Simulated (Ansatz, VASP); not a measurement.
**Cu in VASP and in Ansatz**

The input INCAR:

```
ALGO     = Normal         # electronic algorithm
EDIFF    = 1E-6           # SCF threshold, eV
ENCUT    = 520            # plane-wave cutoff, eV
GGA      = PE             # functional
ISIF     = 2              # what is computed and relaxed
ISMEAR   = -1             # smearing method
LASPH    = True           # aspherical terms in the spheres
LCHARG   = False          # write CHGCAR
LREAL    = False          # projectors in reciprocal space
LWAVE    = False          # write WAVECAR
NBANDS   = 12             # bands
NELM     = 100            # most SCF steps
PREC     = Accurate       # precision mode
SIGMA    = 0.2            # smearing width, eV
```

Contents of KPOINTS:

```
k-points
0
Gamma
  15 15 15
```

Contents of POSCAR:

```
Cu
1.0
    0.0000000000      1.8145751207      1.8145751207
    1.8145751207      0.0000000000      1.8145751207
    1.8145751207      1.8145751207      0.0000000000
Cu
1
Direct
    0.0000000000      0.0000000000      0.0000000000
```

Input for Ansatz:

```yaml
crystal:
  lattice:
    - [0.0, 1.8145751207, 1.8145751207]
    - [1.8145751207, 0.0, 1.8145751207]
    - [1.8145751207, 1.8145751207, 0.0]
  atoms:
    - { symbol: Cu, position: [0.0, 0.0, 0.0] }
hamiltonian:
  xc: pbe
  pseudopotentials:
    kind: paw
    azcp:
      Cu: "pseudopotentials/Cu.paw.azcp"
basis:
  ecutwfc: 420
  fft_grid_basis: typed
kpoints:
  mp_grid: { grid: [15, 15, 15], shift: [0, 0, 0] }
magnetization:
  spin_polarized: false
scf:
  occupations: { method: fermi_dirac, width: 0.2 }
  lower_state_search: "off"
output:
  stress: true
```

Alike in both runs: task single point; functional PBE; k mesh 15 × 15 × 15; occupations fermi-dirac, width 0.2 eV; no spin polarisation.

```csv
,VASP,Ansatz
version,VASP 6.6.1,Ansatz 0.2.0
potentials or method,"VASP PAW PBE potentials, release 64 (Cu), cutoff 520 eV","plane waves (420 eV) with PAW, scalar-relativistic"
valence electrons in the cell,11,19
```

```csv
,VASP,Ansatz,Ansatz less VASP
pressure (GPa),0.8,0.2,-0.57
```

With one functional, cell and mesh, what is left measures potentials, basis and numerics. VASP's potentials hold 11 valence electrons a cell and Ansatz's 19, so a difference there can come from the potentials and not from the codes.
